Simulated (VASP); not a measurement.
# LiW (P1) in VASP: single point with PBE

Aim: the single point of LiW with PBE.

All numbers are computed with VASP 6.6.1; they aren't measurements. Logs are shortened: lines on timing, memory, paths and dates and some standing lists are left out, and cuts for length are marked.

## Step 1: The cell of the first run

The typed cell holds 4 atoms: a = 2.852 Å, b = 2.634 Å, c = 9.965 Å, α = 90.00°, β = 90.00°, γ = 122.67°.

## Step 2: Single point, PBE

The input, INCAR:

```
PREC = Accurate
ENCUT = 750
EDIFF = 1E-6
ISMEAR = 0
SIGMA = 0.2
LREAL = False
LASPH = True
NELM = 120
ALGO = Normal
ISIF = 2
LWAVE = False
LCHARG = False
GGA = PE
NBANDS = 25
GGA_COMPAT = False
```

The input, KPOINTS:

```
regular mesh
0
Gamma
  12 12 2
```

The input, POSCAR:

```
LiW
1.0
    2.8516206402      0.0010402173     -0.0001075323
   -1.4226218079      2.2169114937      0.0001412668
   -0.0002366188     -0.0015215122      9.9650849239
Li W
2 2
Direct
    0.2935624843      0.5877098601      0.5000042504
    0.2938538247      0.5876404103     -0.0000006945
    0.7063974120      0.4124210067      0.2500032730
    0.7061862790      0.4122287228      0.7499931711
```

Potentials or basis: VASP PAW PBE potentials, release 64 (Li_sv, W_sv).

Command:

```console
> cat potpaw_PBE.64/Li_sv/POTCAR potpaw_PBE.64/W_sv/POTCAR > POTCAR
> mpirun -np 1 vasp_std > vasp.out
```

OUTCAR:

```text
PREC = Accurate
   ENCUT = 750
   EDIFF = 1E-6
   ISMEAR = 0
   LREAL = False
   LASPH = True
   NELM = 120
   ISIF = 2
   GGA = PE

 ion  position               nearest neighbor table
   1  0.294  0.588  0.500-   3 2.90   4 2.90   4 2.90   3 2.90
   2  0.294  0.588  1.000-   4 2.90   3 2.90   3 2.90   4 2.90
   3  0.706  0.412  0.250-   1 2.90   2 2.90   2 2.90   1 2.90
   4  0.706  0.412  0.750-   2 2.90   1 2.90   1 2.90   2 2.90

  LATTYP: Found a triclinic cell.
 ALAT       =     2.6384365553
 B/A-ratio  =     1.0807994705
 C/A-ratio  =     3.7768901522
 COS(alpha) =     0.0000615097
 COS(beta)  =     0.0001284258
 COS(gamma) =     0.5419147938

  Lattice vectors:

 A1 = (   1.4289988323,   2.2179517110,   0.0000337345)
 A2 = (   2.8516206402,   0.0010402173,  -0.0001075323)
 A3 = (   0.0002366188,   0.0015215122,  -9.9650849239)

Analysis of symmetry for initial positions (statically):
=====================================================================
 Subroutine PRICEL returns:
 Original cell was already a primitive cell.

 Routine SETGRP: Setting up the symmetry group for a
 triclinic supercell.

 Subroutine GETGRP returns: Found  1 space group operations
 (whereof  1 operations were pure point group operations)
 out of a pool of  2 trial point group operations.

The static configuration has the point symmetry C_1 .

Analysis of symmetry for dynamics (positions and initial velocities):
=====================================================================
 Subroutine PRICEL returns:
 Original cell was already a primitive cell.

 Routine SETGRP: Setting up the symmetry group for a
 triclinic supercell.

 Subroutine GETGRP returns: Found  1 space group operations
 (whereof  1 operations were pure point group operations)
 out of a pool of  2 trial point group operations.

The dynamic configuration has the point symmetry C_1 .

 Subroutine INISYM returns: Found  1 space group operations
 (whereof  1 operations are pure point group operations),
 and found     1 'primitive' translations

----------------------------------------------------------------------------------------

                                     Primitive cell

  volume of cell :      63.0119

  direct lattice vectors                    reciprocal lattice vectors
     2.851620640  0.001040217 -0.000107532     0.350595714  0.224981964  0.000042676
[... 84 lines left out ...]
   ISPIN  =      1    spin polarized calculation?
   LNONCOLLINEAR =      F non collinear calculations
   LSORBIT =      F    spin-orbit coupling
   LASPH  =      T    aspherical Exc in radial PAW
   ENCUT  =  750.0 eV  55.12 Ry    7.42 a.u.   6.37  5.88 22.25*2*pi/ulx,y,z
   NELM   =    120;   NELMIN=  2; NELMDL= -5     # of ELM steps
   EDIFF  = 0.1E-05   stopping-criterion for ELM
   LREAL  =      F    real-space projection
   EDIFFG = 0.1E-04   stopping-criterion for IOM
   NSW    =      0    number of steps for IOM
   IBRION =     -1    ionic relax: 0-MD 1-quasi-New 2-CG
   NFREE  =      0    steps in history (QN), initial steepest desc. (CG)
   ISIF   =      2    stress and relaxation
   ISYM   =      2    0-nonsym 1-usesym 2-fastsym
   POTIM  = 0.5000    time-step for ionic-motion
   TEBEG  =    0.0;   TEEND  =   0.0 temperature during run
   PSTRESS=    0.0 pullay stress
   NELECT =      34.0000    total number of electrons
   NUPDOWN=      -1.0000    fix difference up-down
   EMIN   =  10.00;   EMAX   =-10.00  energy-range for DOS
   EFERMI =   0.00;   METHOD = LEGACY
   ISMEAR =     0;   SIGMA  =   0.20  broadening in eV -4-tet -1-fermi 0-gaus
   EFERMI_NEDOS =   21; number of points for ismear=-14 and -15
   IALGO  =     38    algorithm
   IMIX   =      4    mixing-type and parameters
     AMIX     =   0.40;   BMIX     =  1.00
     AMIX_MAG =   1.60;   BMIX_MAG =  1.00
  volume/ion in A,a.u.               =      15.75       106.31
  Fermi-wavevector in a.u.,A,eV,Ry     =   1.332785  2.518599 24.168258  1.776317
  Thomas-Fermi vector in A             =   2.461694
   LORBIT       =      0    0 simple, 1 ext, 2 COOP (PROOUT), +10 PAW based schemes
   GGA     = PE    functional components
   LHFCALC =     F    Hartree Fock is set to
   AEXX    =    0.0000 exact exchange contribution
   IVDW    =     0    specifies the selected vdW correction
   LEPSILON=     F    determine dielectric tensor
   LRPA    =     F    only Hartree local field effects (RPA)
 non-spin polarized calculation
 Gauss-broadening in eV      SIGMA  =   0.20
  energy-cutoff  :      750.00
  volume of cell :       63.01
 maximum number of plane-waves:      2996
 NGX is ok and might be reduce to    28
   NGX = 13   NGY = 11   NGZ = 45

 number of electron      33.9999999 magnetization

 Free energy of the ion-electron system (eV)
  ---------------------------------------------------
  ext. energy  EPLUGINS =         0.00000000
  ---------------------------------------------------
  free energy    TOTEN  =       -27.76033205 eV

  energy without entropy =      -27.71868470  energy(sigma->0) =      -27.73950838

 E-fermi :   5.9277     XC(G=0): -10.8106

 val. band max:        5.9245320527   @ k =  -0.4167   0.1667   0.0000
 cond. band min:       5.9289610920   @ k =  -0.4167   0.2500  -0.0000
 fundamental gap:      0.0044290392
 Fermi energy:         5.9276726688

 k-point     1 :       0.0000    0.0000    0.0000
  band No.  band energies     occupation
      1     -67.8104      2.00000
      2     -67.8104      2.00000
      3     -39.4301      2.00000
      4     -39.4294      2.00000
      5     -32.1467      2.00000
      6     -32.1455      2.00000
[... 661 lines left out ...]
     24      12.4765      0.00000
     25      13.4197      0.00000

 [... further k-points ...]
[... 5 lines left out ...]
  --------------------------------------------------------------------------------------
  -------------------------------------------------------------------------------------
  Total        0.0510081      0.1307733     -0.0594406     -0.0320178      0.0005368      0.0008888
  in kB        1.2969600      3.3251158     -1.5113700     -0.8141041      0.0136480      0.0225986
  external PRESSURE =       1.0369020 kB  Pullay stress =       0.0000000 kB

 VOLUME and BASIS-vectors are now :
 -----------------------------------------------------------------------------
  energy-cutoff  :      750.00
  volume of cell :       63.01
      direct lattice vectors                 reciprocal lattice vectors
     2.851620640  0.001040217 -0.000107532     0.350595714  0.224981964  0.000042676
    -1.422621808  2.216911494  0.000141267    -0.000164504  0.450972430  0.000068853
    -0.000236619 -0.001521512  9.965084924     0.000003786 -0.000003965  0.100350374

 POSITION                                       TOTAL-FORCE (eV/Angst)
 -----------------------------------------------------------------------------------
      0.00092      1.30245      4.98264         0.000233      0.001843     -0.000368
      0.00173      1.30153      9.96513        -0.000834      0.001869      0.000058
      1.42760      0.91466      2.49129         0.000096     -0.001919     -0.000147
      1.42715      0.91347      7.47373         0.000505     -0.001793      0.000457
 -----------------------------------------------------------------------------------
    total drift:                               -0.000167     -0.000212      0.000004

  FREE ENERGIE OF THE ION-ELECTRON SYSTEM (eV)
  ---------------------------------------------------
  free  energy   TOTEN  =       -27.7603320510 eV

  energy  without entropy=      -27.7186847045  energy(sigma->0) =      -27.73950838
```

stdout:

```text
POSCAR found type information on POSCAR LiW
 POSCAR found :  2 types and       4 ions
 scaLAPACK will be used
 LDA part: xc-table for (Slater+PW92), standard interpolation
 POSCAR, INCAR and KPOINTS ok, starting setup
 FFT: planning ... GRIDC
 FFT: planning ... GRID_SOFT
 FFT: planning ... GRID
 WAVECAR not read
 entering main loop
```

Wall time 6.1 min (1 thread of Intel Xeon Platinum 8259CL at 2.50GHz (Skylake/Cascade Lake), shared host); peak memory 0.46 GiB.

What came out:

| Item | Value |
| --- | --- |
| Free energy | -27.7603 eV |
| Pressure | 0.1 GPa |
| Band gap on the k mesh | zero (bands 17 and 18 overlap by 3.05 eV) |

Forces on the atoms (eV/Å):
```
Li   0.000  0.002  0.000
Li  -0.001  0.002  0.000
W    0.000 -0.002  0.000
W    0.001 -0.002  0.000
```

Caveat: spin-orbit coupling is left out, which moves the levels of the heavy elements.
